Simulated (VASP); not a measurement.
Crystal: Se.

```xyz
6
Lattice="5.6810 3.2799 1.4763 -5.6810 3.2799 1.4763 0.0000 -6.5599 1.4763" Properties=species:S:1:pos:R:3 pbc="T T T"
Se    0.6712   -4.5696    2.0098
Se    3.6218    2.8661    2.0098
Se   -4.2930    1.7035    2.0098
Se   -0.6712    4.5696    2.4192
Se   -3.6218   -2.8661    2.4192
Se    4.2930   -1.7035    2.4192
```

```yaml
Program: VASP 6.6.1
Task: relaxation of cell and atoms
Functional: PBEsol
Potentials_or_basis: VASP PAW PBE potentials, release 64 (Se)
Cutoff: 600 eV
k_mesh: 4 × 4 × 4
Occupations: fermi-dirac, width 0.05 eV
Spin: no spin polarisation
```

At the start: pressure 0.3 GPa; volume 27.51 Å³/atom.

How do energy, volume and symmetry change on relaxing?

Over 28 steps the energy falls by 32.6 meV/atom and the volume is 25.14 Å³/atom (-8.6 %); space group R-3 (No. 148, to 0.05 Å).

The path:
| step | energy change (eV) | largest force (eV/Å) | pressure (GPa) | volume (Å³) |
| --- | --- | --- | --- | --- |
| 1 | 0.0000 | 0.3909 | 0.29 | 165.05 |
| 2 | -0.0210 | 0.1268 | -1.24 | 166.26 |
| 3 | -0.0212 | 0.1303 | -1.14 | 166.18 |
| 4 | -0.0443 | 0.1369 | -1.06 | 164.22 |
| 5 | -0.1062 | 0.1551 | -0.66 | 158.45 |
| 6 | -0.1668 | 0.2044 | 1.17 | 147.24 |
| 7 | -0.1811 | 0.1019 | 0.64 | 146.60 |
| 8 | -0.1845 | 0.0880 | 0.25 | 146.02 |
| 9 | -0.1845 | 0.0858 | 0.27 | 146.06 |
| 10 | -0.1864 | 0.0843 | 0.15 | 146.62 |
| 11 | -0.1895 | 0.0817 | -0.21 | 148.31 |
| 12 | -0.1898 | 0.0814 | -0.32 | 148.90 |
| 13 | -0.1913 | 0.0499 | -0.15 | 148.99 |
| 14 | -0.1920 | 0.0303 | 0.05 | 149.08 |
| 15 | -0.1920 | 0.0311 | 0.10 | 149.10 |
| 16 | -0.1923 | 0.0284 | 0.06 | 149.28 |
| 17 | -0.1931 | 0.0199 | -0.02 | 149.82 |
| 18 | -0.1936 | 0.0063 | -0.18 | 150.91 |
| 19 | -0.1939 | 0.0193 | -0.07 | 150.88 |
| 20 | -0.1940 | 0.0351 | 0.04 | 150.85 |
| 21 | -0.1943 | 0.0313 | 0.02 | 150.91 |
| 22 | -0.1948 | 0.0214 | -0.04 | 151.08 |
| 23 | -0.1950 | 0.0252 | -0.15 | 151.41 |
| 24 | -0.1950 | 0.0198 | -0.11 | 151.29 |
| 25 | -0.1952 | 0.0237 | 0.04 | 150.97 |
| 26 | -0.1952 | 0.0236 | 0.04 | 150.98 |
| 27 | -0.1954 | 0.0162 | 0.02 | 150.94 |
| 28 | -0.1956 | 0.0097 | -0.02 | 150.87 |

Final structure:
```cif
data_structure
_symmetry_space_group_name_H-M 'P 1'
_symmetry_Int_Tables_number 1
_cell_length_a 6.3686
_cell_length_b 6.3686
_cell_length_c 6.3686
_cell_angle_alpha 114.506
_cell_angle_beta 114.506
_cell_angle_gamma 114.506
_cell_volume 150.87
loop_
_atom_site_label
_atom_site_type_symbol
_atom_site_fract_x
_atom_site_fract_y
_atom_site_fract_z
_atom_site_occupancy
Se1 Se 0.30383 0.16728 0.90961 1
Se2 Se 0.90961 0.30383 0.16728 1
Se3 Se 0.16728 0.90961 0.30383 1
Se4 Se 0.69617 0.83272 0.09039 1
Se5 Se 0.09039 0.69617 0.83272 1
Se6 Se 0.83272 0.09039 0.69617 1
```

Caveat: the PAW data sets were made with another functional, which shifts forces and pressure a little.
